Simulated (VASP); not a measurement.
# GaP (F-43m) in VASP: notebook

The runs below take GaP through single point, with HSE06, r2SCANh.

Everything below comes from runs of VASP 6.6.1. Logs are shortened: lines on timing, memory, paths and dates and some standing lists are left out, and cuts for length are marked.

**Experimental background.**

“Stacking defects in GaP nanowires: Electronic structure and optical properties”, 2018, arxiv:1810.01194 quotes, for a bulk crystal of GaP at 10 K: band gap 2.34 eV (indirect).

The runs below are set against these values where they give the same quantity.

## Step 1: The cell of the first run

It takes space group F-43m (No. 216, cubic). Conventional cell: a = 5.451 Å, b = 5.451 Å, c = 5.451 Å, α = 90.00°, β = 90.00°, γ = 90.00°. Ga (site symmetry -43m) has 4 P at 2.36 Å within 3.1 Å. Within 3.1 Å of P (site symmetry -43m) lie 4 Ga at 2.36 Å.

## Step 2: Single point, HSE06, non-collinear spin, zero start, spin-orbit coupling

The input, POSCAR:

```
GaP
1.0
    0.0000000000      2.7254101929      2.7254101929
    2.7254101929      0.0000000000      2.7254101929
    2.7254101929      2.7254101929      0.0000000000
Ga P
1 1
Direct
    0.0000000000      0.0000000000      0.0000000000
    0.2500000000      0.2500000000      0.2500000000
```

The input, INCAR.step1:

```
PREC     = Accurate       # precision mode
ENCUT    = 520            # plane-wave cutoff, eV
EDIFF    = 1E-5           # SCF threshold, eV
ISMEAR   = 0              # smearing method
SIGMA    = 0.01           # smearing width, eV
LREAL    = F              # projectors in reciprocal space
LASPH    = T              # aspherical terms in the spheres
NELM     = 150            # most SCF steps
ALGO     = Normal         # electronic algorithm
ISIF     = 2              # what is computed and relaxed
LWAVE    = T              # write WAVECAR
LCHARG   = F              # write CHGCAR
MAGMOM   = 0 0 0 0 0 0    # initial moments
LORBIT   = 11             # projections on sites
LSORBIT  = T              # spin-orbit coupling
GGA_COMPAT= F            
LORBMOM  = T            
NBANDS   = 30             # bands
GGA      = PE             # functional
```

The input, INCAR.step2:

```
PREC     = Accurate       # precision mode
ENCUT    = 520            # plane-wave cutoff, eV
EDIFF    = 1E-7           # SCF threshold, eV
ISMEAR   = 0              # smearing method
SIGMA    = 0.01           # smearing width, eV
LREAL    = F              # projectors in reciprocal space
LASPH    = T              # aspherical terms in the spheres
NELM     = 150            # most SCF steps
ALGO     = Normal         # electronic algorithm
ISIF     = 2              # what is computed and relaxed
LWAVE    = F              # write WAVECAR
LCHARG   = F              # write CHGCAR
MAGMOM   = 0 0 0 0 0 0    # initial moments
LORBIT   = 11             # projections on sites
LSORBIT  = T              # spin-orbit coupling
GGA_COMPAT= F            
LORBMOM  = T            
GGA      = PE             # functional
LHFCALC  = T              # exact exchange
HFSCREEN = 0.2079         # screening, 1/A
PRECFOCK = Normal       
NBANDS   = 30             # bands
ISTART   = 1
```

The input, KPOINTS:

```
regular mesh
0
Gamma
  4 4 4
```

Potentials or basis: VASP PAW PBE potentials, release 64 (Ga_d, P).

Launch:

```console
> cat potpaw_PBE.64/Ga_d/POTCAR potpaw_PBE.64/P/POTCAR > POTCAR
> cp INCAR.step1 INCAR
> mpirun -np 1 vasp_ncl > vasp.out
> cp INCAR.step2 INCAR
> mpirun -np 1 vasp_ncl > vasp.out
```

OUTCAR:

```text
PREC = Accurate
   ENCUT = 520
   EDIFF = 1E-7
   ISMEAR = 0
   LREAL = F
   LASPH = T
   NELM = 150
   ISIF = 2
   LORBIT = 11
   LSORBIT = T
   GGA = PE
   LHFCALC = T
   HFSCREEN = 0.2079
   PRECFOCK = Normal
   ISTART = 1

 ion  position               nearest neighbor table
   1  0.000  0.000  0.000-   2 2.36   2 2.36   2 2.36   2 2.36
   2  0.250  0.250  0.250-   1 2.36   1 2.36   1 2.36   1 2.36

  LATTYP: Found a face centered cubic cell.
 ALAT       =     5.4508203858

  Lattice vectors:

 A1 = (   0.0000000000,   2.7254101929,   2.7254101929)
 A2 = (   2.7254101929,   0.0000000000,   2.7254101929)
 A3 = (   2.7254101929,   2.7254101929,   0.0000000000)

Analysis of symmetry for initial positions (statically):
=====================================================================
 Subroutine PRICEL returns:
 Original cell was already a primitive cell.

 Routine SETGRP: Setting up the symmetry group for a
 face centered cubic supercell.

 Subroutine GETGRP returns: Found 24 space group operations
 (whereof 24 operations were pure point group operations)
 out of a pool of 48 trial point group operations.

The static configuration has the point symmetry T_d .

Analysis of symmetry for dynamics (positions and initial velocities):
=====================================================================
 Subroutine PRICEL returns:
 Original cell was already a primitive cell.

 Routine SETGRP: Setting up the symmetry group for a
 face centered cubic supercell.

 Subroutine GETGRP returns: Found 24 space group operations
 (whereof 24 operations were pure point group operations)
 out of a pool of 48 trial point group operations.

The dynamic configuration has the point symmetry T_d .

Analysis of structural, dynamic, and magnetic symmetry:
=====================================================================
 Subroutine PRICEL returns:
 Original cell was already a primitive cell.

 Routine SETGRP: Setting up the symmetry group for a
 face centered cubic supercell.

 Subroutine GETGRP returns: Found 24 space group operations
 (whereof 24 operations were pure point group operations)
 out of a pool of 48 trial point group operations.

The overall configuration has the point symmetry T_d .

 Subroutine INISYM returns: Found 24 space group operations
 (whereof 24 operations are pure point group operations),
 and found     1 'primitive' translations

----------------------------------------------------------------------------------------

                                     Primitive cell

  volume of cell :      40.4879

  direct lattice vectors                    reciprocal lattice vectors
     0.000000000  2.725410193  2.725410193    -0.183458623  0.183458623  0.183458623
     2.725410193  0.000000000  2.725410193     0.183458623 -0.183458623  0.183458623
     2.725410193  2.725410193  0.000000000     0.183458623  0.183458623 -0.183458623

  length of vectors
     3.854312058  3.854312058  3.854312058     0.317759655  0.317759655  0.317759655

  position of ions in fractional coordinates (direct lattice)
     0.000000000  0.000000000  0.000000000
     0.250000000  0.250000000  0.250000000

  ion indices of the primitive-cell ions
   primitive index   ion index
                 1           1
                 2           2

----------------------------------------------------------------------------------------

 KPOINTS: regular mesh

Automatic generation of k-mesh.
 Grid dimensions read from file:
 generate k-points for:    4    4    4

 Generating k-lattice:

  Cartesian coordinates                     Fractional coordinates (reciprocal lattice)
[... 88 lines left out ...]
 NGX is ok and might be reduce to    30
  NGX = 24; NGY = 24; NGZ = 24

 number of electron      17.9999989 magnetization      -0.0000000      0.0000000      0.0000000

 number of electron      17.9999989 magnetization       0.0000000     -0.0000000     -0.0000000

 number of electron      17.9999989 magnetization      -0.0000000     -0.0000000     -0.0000000

 Free energy of the ion-electron system (eV)
  ---------------------------------------------------
  ext. energy  EPLUGINS =         0.00000000
  ---------------------------------------------------
  free energy    TOTEN  =       -10.67360268 eV

  energy without entropy =      -10.67360268  energy(sigma->0) =      -10.67360268

 E-fermi :   4.3118     XC(G=0):  -8.1400

 val. band max:        4.2574983113   @ k =   0.0000   0.0000   0.0000
 cond. band min:       6.5353163786   @ k =   0.5000   0.5000   0.0000
 fundamental gap:      2.2778180673
 Fermi energy:         4.3117565904

 k-point     1 :       0.0000    0.0000    0.0000
  band No.  band energies     occupation
      1     -13.0796      1.00000
      2     -13.0796      1.00000
      3     -13.0796      1.00000
      4     -13.0796      1.00000
      5     -12.6593      1.00000
      6     -12.6593      1.00000
[... 319 lines left out ...]
     29      17.4993      0.00000
     30      17.5650      0.00000

------------------------ aborting loop because EDIFF is reached ----------------------------------------

  FORCE on cell =-STRESS in cart. coord.  units (eV):
  Direction    XX          YY          ZZ          XY          YZ          ZX
  --------------------------------------------------------------------------------------
  -------------------------------------------------------------------------------------
  Total        0.2327721      0.2327721      0.2327721      0.0000000      0.0000000     -0.0000000
  in kB        9.2111921      9.2111921      9.2111921      0.0000000      0.0000000     -0.0000000
  external PRESSURE =       9.2111921 kB  Pullay stress =       0.0000000 kB

 VOLUME and BASIS-vectors are now :
 -----------------------------------------------------------------------------
  energy-cutoff  :      520.00
  volume of cell :       40.49
      direct lattice vectors                 reciprocal lattice vectors
     0.000000000  2.725410193  2.725410193    -0.183458623  0.183458623  0.183458623
     2.725410193  0.000000000  2.725410193     0.183458623 -0.183458623  0.183458623
     2.725410193  2.725410193  0.000000000     0.183458623  0.183458623 -0.183458623

 POSITION                                       TOTAL-FORCE (eV/Angst)
 -----------------------------------------------------------------------------------
      0.00000      0.00000      0.00000        -0.000000     -0.000000     -0.000000
      1.36271      1.36271      1.36271         0.000000      0.000000      0.000000
 -----------------------------------------------------------------------------------
    total drift:                                0.000000      0.000000      0.000000

  FREE ENERGIE OF THE ION-ELECTRON SYSTEM (eV)
  ---------------------------------------------------
  free  energy   TOTEN  =       -10.6736026773 eV

  energy  without entropy=      -10.6736026773  energy(sigma->0) =      -10.67360268

 orbital moment (x)

 # of ion     p       d       tot
 ----------------------------------------
  1        -0.000   0.000   0.000
  2        -0.000   0.000  -0.000
 ----------------------------------------
           -0.000   0.000   0.000

 orbital moment (y)

 # of ion     p       d       tot
 ----------------------------------------
  1         0.000   0.000   0.000
  2        -0.000   0.000  -0.000
 ----------------------------------------
            0.000   0.000   0.000

 orbital moment (z)

 # of ion     p       d       tot
 ----------------------------------------
  1         0.000   0.000   0.000
  2         0.000   0.000   0.000
 ----------------------------------------
            0.000   0.000   0.000

 Spin-Orbit-Coupling matrix elements

 Ion:    1  E_soc:     -0.0106489
 l=   1
     0.0000000    -0.0010080    -0.0010080
    -0.0010080     0.0000000    -0.0010080
    -0.0010080    -0.0010080     0.0000000
 l=   2
     0.0000000    -0.0001572     0.0000000    -0.0001572    -0.0006096
    -0.0001572     0.0000000    -0.0004572    -0.0001572    -0.0001524
     0.0000000    -0.0004572     0.0000000    -0.0004572     0.0000000
    -0.0001572    -0.0001572    -0.0004572     0.0000000    -0.0001524
    -0.0006096    -0.0001524     0.0000000    -0.0001524     0.0000000
 l=   3
     0.0000000     0.0000000     0.0000000     0.0000000     0.0000000     0.0000000     0.0000000
     0.0000000     0.0000000     0.0000000     0.0000000     0.0000000     0.0000000     0.0000000
     0.0000000     0.0000000     0.0000000     0.0000000     0.0000000     0.0000000     0.0000000
     0.0000000     0.0000000     0.0000000     0.0000000     0.0000000     0.0000000     0.0000000
     0.0000000     0.0000000     0.0000000     0.0000000     0.0000000     0.0000000     0.0000000
     0.0000000     0.0000000     0.0000000     0.0000000     0.0000000     0.0000000     0.0000000
     0.0000000     0.0000000     0.0000000     0.0000000     0.0000000     0.0000000     0.0000000

 Ion:    2  E_soc:     -0.0008135
 l=   1
     0.0000000    -0.0001356    -0.0001356
    -0.0001356     0.0000000    -0.0001356
    -0.0001356    -0.0001356     0.0000000
 l=   2
     0.0000000     0.0000000     0.0000000     0.0000000     0.0000000
     0.0000000     0.0000000     0.0000000     0.0000000     0.0000000
     0.0000000     0.0000000     0.0000000     0.0000000     0.0000000
     0.0000000     0.0000000     0.0000000     0.0000000     0.0000000
     0.0000000     0.0000000     0.0000000     0.0000000     0.0000000
 l=   3
     0.0000000     0.0000000     0.0000000     0.0000000     0.0000000     0.0000000     0.0000000
     0.0000000     0.0000000     0.0000000     0.0000000     0.0000000     0.0000000     0.0000000
     0.0000000     0.0000000     0.0000000     0.0000000     0.0000000     0.0000000     0.0000000
     0.0000000     0.0000000     0.0000000     0.0000000     0.0000000     0.0000000     0.0000000
     0.0000000     0.0000000     0.0000000     0.0000000     0.0000000     0.0000000     0.0000000
     0.0000000     0.0000000     0.0000000     0.0000000     0.0000000     0.0000000     0.0000000
     0.0000000     0.0000000     0.0000000     0.0000000     0.0000000     0.0000000     0.0000000

 total charge

# of ion       s       p       d       tot
------------------------------------------
    1        0.814   0.858  10.031  11.703
    2        1.003   1.566   0.000   2.570
--------------------------------------------------
tot          1.818   2.424  10.031  14.272

 magnetization (x)

# of ion       s       p       d       tot
------------------------------------------
    1       -0.000  -0.000   0.000  -0.000
    2       -0.000   0.000   0.000  -0.000
--------------------------------------------------
tot         -0.000  -0.000   0.000  -0.000

 magnetization (y)

# of ion       s       p       d       tot
------------------------------------------
    1        0.000  -0.000  -0.000  -0.000
    2       -0.000   0.000   0.000  -0.000
--------------------------------------------------
tot         -0.000  -0.000  -0.000  -0.000

 magnetization (z)

# of ion       s       p       d       tot
------------------------------------------
    1       -0.000   0.000   0.000   0.000
    2        0.000  -0.000   0.000   0.000
--------------------------------------------------
tot          0.000   0.000   0.000   0.000
```

It took 1.6 h on 1 thread of Intel Xeon 8259CL, shared host; peak memory 0.41 GiB.

Results:

- Free energy: -10.6736 eV
- Pressure: 0.9 GPa
- Net moment: 0.00 μB per cell
- Valence electrons inside the program's atomic spheres: Ga 11.70; P 2.57

Moments on the atoms (μB; x, y, z):
```
Ga  0.00 0.00 0.00
P   0.00 0.00 0.00
```

Caveat: the k points lie up to 0.50 Å⁻¹ apart; the PAW data sets were made with another functional, which shifts forces and pressure a little.

## Step 3: Single point, r2SCANh

POSCAR is that of step 2.

The input, INCAR.step1:

```
SYSTEM = GaP
  PREC = Accurate
  ENCUT = 520
  EDIFF = 1E-5
  ISMEAR = 0
  SIGMA = 0.01
  LREAL = .False.
  LASPH = .True.
  NELM = 100
  ALGO = Normal
  ISIF = 2
  LWAVE = .True.
  LCHARG = .False.
  GGA = PE
  NBANDS = 16
```

The input, INCAR.step2:

```
SYSTEM = GaP
  PREC = Accurate
  ENCUT = 520
  EDIFF = 1E-7
  ISMEAR = 0
  SIGMA = 0.01
  LREAL = .False.
  LASPH = .True.
  NELM = 100
  ALGO = Normal
  ISIF = 2
  LWAVE = .False.
  LCHARG = .False.
  METAGGA = R2SCAN
  LHFCALC = .True.
  AEXX = 0.1
  LMIXTAU = .True.
  PRECFOCK = Normal
  ISTART = 1
  NBANDS = 16
```

The input, KPOINTS:

```
Automatic mesh
0
Gamma
  6 6 6
  0 0 0
```

Potentials or basis: VASP PAW PBE potentials, release 64 (Ga_d, P).

Launch:

```console
> cat potpaw_PBE.64/Ga_d/POTCAR potpaw_PBE.64/P/POTCAR > POTCAR
> cp INCAR.step1 INCAR
> mpirun -np 1 vasp_std > vasp.out
> cp INCAR.step2 INCAR
> mpirun -np 1 vasp_std > vasp.out
```

Wall time 1.8 h (1 thread of Intel Xeon 8259CL, shared host); peak memory 0.2 GiB.

Results (log left out):

* Free energy: -21.2885 eV
* Pressure: -0.4 GPa
* Band gap on the k mesh: 2.39 eV (least direct gap 2.89 eV)

Levels at points of the mesh, in eV from the valence-band top:
```
           k point  band 6  band 7  band 8  band 9  band 10  band 11  band 12  band 13
(0.00, 0.00, 0.00)  -13.50    0.00    0.00    0.00     2.89     4.76     4.76     4.76
(0.50, 0.00, 0.00)  -11.29   -7.10   -1.21   -1.21     2.57     5.64     5.64     9.41
(0.50, 0.50, 0.00)  -10.32   -7.20   -2.90   -2.90     2.39     2.62    12.11    12.11
```

Caveat: the PAW data sets were made with another functional, which shifts forces and pressure a little.

## Step 4: Against experiment

Step 3. A measured gap of GaP is 2.34 eV (indirect; 10 K; quoted in “Stacking defects in GaP nanowires: Electronic structure and optical properties”, 2018, arxiv:1810.01194); the calculated 2.39 eV misses it by +0.05 eV. Spin-orbit coupling on Ga is left out. The value is that of r2SCANh on a finite k mesh, which can miss the band edges, without temperature or zero-point motion.
